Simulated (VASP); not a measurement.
# ZnCu (P1) in VASP: single point with PBE

Aim: the single point of ZnCu with PBE.

Everything below comes from runs of VASP 6.6.1. Logs are shortened: lines on timing, memory, paths and dates and some standing lists are left out, and cuts for length are marked.

## Step 1: The cell of the first run

The typed cell holds 4 atoms: a = 4.168 Å, b = 2.973 Å, c = 4.169 Å, α = 89.86°, β = 90.99°, γ = 89.79°.

## Step 2: Single point, PBE

POSCAR reads:

```
ZnCu
1.0
    2.9214730000      0.0075580000     -2.9721550000
    0.0064190000      2.9733160000     -0.0011400000
    2.9227030000      0.0052790000      2.9733850000
Cu Zn
2 2
Direct
    0.0745080000      0.9358400000      0.0816970000
    0.5454000000      0.0583620000      0.5268870000
    0.0546330000      0.4685910000      0.5084100000
    0.5003950000      0.5590530000      0.0466930000
```

INCAR.step1 reads:

```
  PREC = Accurate
  ENCUT = 520
  EDIFF = 1E-6
  ISMEAR = 0
  SIGMA = 0.0847
  LREAL = F
  LASPH = T
  NELM = 80
  ALGO = Normal
  ISIF = 2
  LWAVE = F
  LCHARG = T
  LMAXMIX = 4
  GGA = PE
  NBANDS = 31
```

KPOINTS.step1 reads:

```
Automatic mesh
0
Gamma
  4 6 4
```

INCAR.step2 reads:

```
  PREC = Accurate
  ENCUT = 520
  EDIFF = 1E-6
  ISMEAR = -5
  SIGMA = 0.0847
  LREAL = F
  LASPH = T
  NELM = 80
  ALGO = Normal
  ISIF = 2
  LWAVE = F
  LCHARG = F
  LMAXMIX = 4
  GGA = PE
  LORBIT = 10
  NBANDS = 31
  NEDOS = 1001
  ICHARG = 11
```

KPOINTS.step2 reads:

```
Automatic mesh
0
Gamma
  6 9 6
```

Potentials or basis: VASP PAW PBE potentials, release 64 (Cu, Zn).

Command:

```sh
cat potpaw_PBE.64/Cu/POTCAR potpaw_PBE.64/Zn/POTCAR > POTCAR
cp INCAR.step1 INCAR
cp KPOINTS.step1 KPOINTS
mpirun -np 1 vasp_std > vasp.out
cp INCAR.step2 INCAR
cp KPOINTS.step2 KPOINTS
mpirun -np 1 vasp_std > vasp.out
```

OUTCAR:

```text
PREC = Accurate
   ENCUT = 520
   EDIFF = 1E-6
   ISMEAR = -5
   LREAL = F
   LASPH = T
   NELM = 80
   ISIF = 2
   GGA = PE
   LORBIT = 10
   ICHARG = 11

 ion  position               nearest neighbor table
   1  0.075  0.936  0.082-   4 2.10   3 2.26   3 2.39   4 2.58   4 2.65   2 2.70   3 2.77   3 2.86

   2  0.545  0.058  0.527-   3 2.38   3 2.45   4 2.50   4 2.50   4 2.63   4 2.64   3 2.70   1 2.70
                             3 2.75
   3  0.055  0.469  0.508-   1 2.26   2 2.38   1 2.39   2 2.45   2 2.70   4 2.71   2 2.75   1 2.77
                             1 2.86   4 2.90   4 2.99
   4  0.500  0.559  0.047-   1 2.10   2 2.50   2 2.50   1 2.58   2 2.63   2 2.64   1 2.65   3 2.71
                             3 2.90   3 2.99

  LATTYP: Found a triclinic cell.
 ALAT       =     4.1693211740
 B/A-ratio  =     1.4260212432
 C/A-ratio  =     1.5754615014
 COS(alpha) =     0.0000237079
 COS(beta)  =     0.6249614092
 COS(gamma) =     0.7133025288

  Lattice vectors:

 A1 = (  -2.9227030000,  -0.0052790000,  -2.9733850000)
 A2 = (  -0.0012300000,   0.0022790000,  -5.9455400000)
 A3 = (  -5.8505950000,  -2.9861530000,  -0.0000900000)

Analysis of symmetry for initial positions (statically):
=====================================================================
 Subroutine PRICEL returns:
 Original cell was already a primitive cell.

 Routine SETGRP: Setting up the symmetry group for a
 triclinic supercell.

 Subroutine GETGRP returns: Found  1 space group operations
 (whereof  1 operations were pure point group operations)
 out of a pool of  2 trial point group operations.

The static configuration has the point symmetry C_1 .

Analysis of symmetry for dynamics (positions and initial velocities):
=====================================================================
 Subroutine PRICEL returns:
 Original cell was already a primitive cell.

 Routine SETGRP: Setting up the symmetry group for a
 triclinic supercell.

 Subroutine GETGRP returns: Found  1 space group operations
 (whereof  1 operations were pure point group operations)
 out of a pool of  2 trial point group operations.

The dynamic configuration has the point symmetry C_1 .

 Subroutine INISYM returns: Found  1 space group operations
 (whereof  1 operations are pure point group operations),
 and found     1 'primitive' translations

----------------------------------------------------------------------------------------

                                     Primitive cell

  volume of cell :      51.6563

  direct lattice vectors                    reciprocal lattice vectors
     2.921473000  0.007558000 -2.972155000     0.171146881 -0.000433984 -0.168228874
     0.006419000  2.973316000 -0.001140000    -0.000738784  0.336326475  0.000129071
     2.922703000  0.005279000  2.973385000     0.171075799 -0.000304857  0.168157793

  length of vectors
     4.167585267  2.973323147  4.169321174     0.239984160  0.336327311  0.239883441

  position of ions in fractional coordinates (direct lattice)
     0.074508000  0.935840000  0.081697000
     0.545400000  0.058362000  0.526887000
     0.054633000  0.468591000  0.508410000
     0.500395000  0.559053000  0.046693000

  ion indices of the primitive-cell ions
   primitive index   ion index
                 1           1
                 2           2
                 3           3
                 4           4

----------------------------------------------------------------------------------------

 KPOINTS: Automatic mesh

Automatic generation of k-mesh.
 Grid dimensions read from file:
 generate k-points for:    6    9    6

 Generating k-lattice:

  Cartesian coordinates                     Fractional coordinates (reciprocal lattice)
     0.028524480 -0.000072331 -0.028038146     0.166666667  0.000000000  0.000000000
    -0.000082087  0.037369608  0.000014341    -0.000000000  0.111111111 -0.000000000
     0.028512633 -0.000050809  0.028026299     0.000000000 -0.000000000  0.166666667

  Length of vectors
     0.039997360  0.037369701  0.039980573

  Shift w.r.t. Gamma in fractional coordinates (k-lattice)
     0.000000000  0.000000000  0.000000000

 TETIRR: Found    972 inequivalent tetrahedra from     1944

 Subroutine IBZKPT returns following result:
 ===========================================

 Found    164 irreducible k-points:

 Following reciprocal coordinates:
            Coordinates               Weight
  0.000000  0.000000  0.000000      1.000000
  0.166667  0.000000  0.000000      2.000000
  0.333333 -0.000000 -0.000000      2.000000
  0.500000  0.000000 -0.000000      1.000000
 -0.000000  0.111111  0.000000      2.000000
  0.166667  0.111111 -0.000000      2.000000
[... 16 lines left out ...]
 -0.000000  0.444444  0.000000      2.000000
  0.166667  0.444444  0.000000      2.000000
 [... further k-points ...]
   k-points           NKPTS =    164   k-points in BZ     NKDIM =    164   number of bands    NBANDS=     31
   number of dos      NEDOS =   1001   number of ions     NIONS =      4
   total plane-waves  NPLWV =  24576
   dimension x,y,z NGX =    32 NGY =   24 NGZ =   32
   dimension x,y,z NGXF=    64 NGYF=   48 NGZF=   64
   ions per type =               2   2
   NGX,Y,Z   is equivalent  to a cutoff of  12.76, 13.42, 12.76 a.u.
   NGXF,Y,Z  is equivalent  to a cutoff of  25.53, 26.84, 25.52 a.u.
 SYSTEM =  unknown system
   PREC   = accura    normal or accurate (medium, high low for compatibility)
   ISTART =      0    job   : 0-new  1-cont  2-samecut
   ICHARG =     11    charge: 1-file 2-atom 10-const
   ISPIN  =      1    spin polarized calculation?
   LNONCOLLINEAR =      F non collinear calculations
   LSORBIT =      F    spin-orbit coupling
   LASPH  =      T    aspherical Exc in radial PAW
   ENCUT  =  520.0 eV  38.22 Ry    6.18 a.u.   7.75  5.53  7.75*2*pi/ulx,y,z
   NELM   =     80;   NELMIN=  2; NELMDL=  0     # of ELM steps
   EDIFF  = 0.1E-05   stopping-criterion for ELM
   LREAL  =      F    real-space projection
   EDIFFG = 0.1E-04   stopping-criterion for IOM
   NSW    =      0    number of steps for IOM
   IBRION =     -1    ionic relax: 0-MD 1-quasi-New 2-CG
   NFREE  =      0    steps in history (QN), initial steepest desc. (CG)
   ISIF   =      2    stress and relaxation
   ISYM   =      2    0-nonsym 1-usesym 2-fastsym
   POTIM  = 0.5000    time-step for ionic-motion
   TEBEG  =    0.0;   TEEND  =   0.0 temperature during run
   PSTRESS=    0.0 pullay stress
   NELECT =      46.0000    total number of electrons
   NUPDOWN=      -1.0000    fix difference up-down
   EMIN   =  10.00;   EMAX   =-10.00  energy-range for DOS
   EFERMI =   0.00;   METHOD = LEGACY
   ISMEAR =    -5;   SIGMA  =   0.08  broadening in eV -4-tet -1-fermi 0-gaus
   EFERMI_NEDOS =   21; number of points for ismear=-14 and -15
   IALGO  =     38    algorithm
   IMIX   =      4    mixing-type and parameters
     AMIX     =   0.40;   BMIX     =  1.00
     AMIX_MAG =   1.60;   BMIX_MAG =  1.00
  volume/ion in A,a.u.               =      12.91        87.15
  Fermi-wavevector in a.u.,A,eV,Ry     =   1.575021  2.976358 33.751840  2.480690
  Thomas-Fermi vector in A             =   2.676067
   LORBIT       =     10    0 simple, 1 ext, 2 COOP (PROOUT), +10 PAW based schemes
   GGA     = PE    functional components
   LHFCALC =     F    Hartree Fock is set to
   AEXX    =    0.0000 exact exchange contribution
   IVDW    =     0    specifies the selected vdW correction
   LEPSILON=     F    determine dielectric tensor
   LRPA    =     F    only Hartree local field effects (RPA)
 non-spin polarized calculation
 Fermi weights with tetrahedron method with Bloechl corrections
  energy-cutoff  :      520.00
  volume of cell :       51.66
 maximum number of plane-waves:      1413

 number of electron      46.0000015 magnetization

 Free energy of the ion-electron system (eV)
  ---------------------------------------------------
  ext. energy  EPLUGINS =         0.00000000
  ---------------------------------------------------
  free energy    TOTEN  =        -8.98022400 eV

  energy without entropy =       -8.98022400  energy(sigma->0) =       -8.98022400

 E-fermi :   5.4741     XC(G=0): -12.2874

 val. band max:        5.6512548417   @ k =   0.1667  -0.3333   0.3333
 cond. band min:       5.3368074955   @ k =   0.1667   0.3333   0.1667
 fundamental gap:     -0.3144473462
 Fermi energy:         5.4740801898

 k-point     1 :       0.0000    0.0000    0.0000
  band No.  band energies     occupation
      1      -4.8951      2.00000
      2      -2.7234      2.00000
      3      -2.5508      2.00000
      4      -2.4699      2.00000
      5      -2.3759      2.00000
      6      -2.1223      2.00000
[... 23 lines left out ...]
     30      16.4716      0.00000
     31      17.0269      0.00000

 k-point     2 :       0.1667    0.0000    0.0000
  band No.  band energies     occupation
      1      -4.6526      2.00000
      2      -2.6756      2.00000
      3      -2.5148      2.00000
      4      -2.4473      2.00000
      5      -2.3751      2.00000
      6      -2.1085      2.00000
[... 23 lines left out ...]
     30      17.8945      0.00000
     31      18.4332      0.00000

 k-point     3 :       0.3333   -0.0000   -0.0000
  band No.  band energies     occupation
      1      -3.9700      2.00000
      2      -2.6067      2.00000
      3      -2.4377      2.00000
      4      -2.3780      2.00000
      5      -2.3477      2.00000
      6      -2.0933      2.00000
[... 23 lines left out ...]
     30      18.2105      0.00000
     31      19.0983      0.00000

 k-point     4 :       0.5000    0.0000   -0.0000
  band No.  band energies     occupation
      1      -3.2905      2.00000
      2      -2.7221      2.00000
      3      -2.4049      2.00000
      4      -2.3223      2.00000
      5      -2.2575      2.00000
      6      -2.0754      2.00000
[... 635 lines left out ...]
     30      13.8510      0.00000
     31      13.9042      0.00000

 k-point    23 :      -0.0000    0.4444    0.0000
  band No.  band energies     occupation
      1      -2.6267      2.00000
      2      -2.4556      2.00000
      3      -2.3944      2.00000
      4      -2.3419      2.00000
      5      -2.3203      2.00000
      6      -2.0079      2.00000
[... 23 lines left out ...]
     30      11.8977      0.00000
     31      16.2835      0.00000

 k-point    24 :       0.1667    0.4444    0.0000
  band No.  band energies     occupation
      1      -2.5876      2.00000
      2      -2.4280      2.00000
      3      -2.3809      2.00000
      4      -2.3341      2.00000
      5      -2.2874      2.00000
      6      -2.1213      2.00000
[... 23 lines left out ...]
     30      13.5758      0.00000
     31      14.8640      0.00000

 [... further k-points ...]
[... 5 lines left out ...]
  --------------------------------------------------------------------------------------
  -------------------------------------------------------------------------------------
  Total        1.8544574      2.3324073      2.9595767     -2.4623987      1.5667116     -1.5122131
  in kB       57.5180193     72.3421560     91.7944991    -76.3739820     48.5932703    -46.9029376
  external PRESSURE =      73.8848915 kB  Pullay stress =       0.0000000 kB

 VOLUME and BASIS-vectors are now :
 -----------------------------------------------------------------------------
  energy-cutoff  :      520.00
  volume of cell :       51.66
      direct lattice vectors                 reciprocal lattice vectors
     2.921473000  0.007558000 -2.972155000     0.171146881 -0.000433984 -0.168228874
     0.006419000  2.973316000 -0.001140000    -0.000738784  0.336326475  0.000129071
     2.922703000  0.005279000  2.973385000     0.171075799 -0.000304857  0.168157793

 POSITION                                       TOTAL-FORCE (eV/Angst)
 -----------------------------------------------------------------------------------
      0.46246      2.78354      0.02040        -3.243162      2.322888      0.858802
      3.13368      0.18043     -0.05444         0.738879     -0.811684      0.066364
      1.64855      1.39637      1.34879         0.962964      0.241359      1.873591
      1.60195      1.66627     -1.34905         1.541320     -1.752563     -2.798757
 -----------------------------------------------------------------------------------
    total drift:                                0.001327      0.001204     -0.000229

  FREE ENERGIE OF THE ION-ELECTRON SYSTEM (eV)
  ---------------------------------------------------
  free  energy   TOTEN  =        -8.9802240046 eV

  energy  without entropy=       -8.9802240046  energy(sigma->0) =       -8.98022400

 total charge

# of ion       s       p       d       tot
------------------------------------------
    1        0.473   0.419   9.208  10.100
    2        0.433   0.377   9.183   9.993
    3        0.607   0.544   9.747  10.899
    4        0.618   0.547   9.754  10.919
--------------------------------------------------
tot          2.132   1.888  37.892  41.911
```

It took 4.8 min on 1 thread of Oxide Virtual Turin-like, shared host; peak memory 0.29 GiB.

Results:

| Item | Value |
| --- | --- |
| Valence electrons inside the program's atomic spheres | Cu 10.10, 9.99; Zn 10.90, 10.92 |

Levels at points of the mesh, in eV from the Fermi level:
```csv
k point,band 20,band 21,band 22,band 23,band 24,band 25,band 26,band 27
"(0.00, 0.00, 0.00)",-2.82,-2.64,-1.74,-1.64,1.67,1.97,6.17,6.38
"(0.50, 0.00, 0.00)",-3.05,-2.90,-2.82,1.13,2.04,2.81,3.12,8.29
"(0.00, 0.00, 0.50)",-3.08,-2.97,-2.89,1.00,2.22,2.78,3.12,8.70
"(0.50, 0.00, 0.50)",-3.22,-2.90,-2.88,-2.11,-2.00,10.43,10.82,11.07
```

Caveat: the k points lie up to 0.38 Å⁻¹ apart.
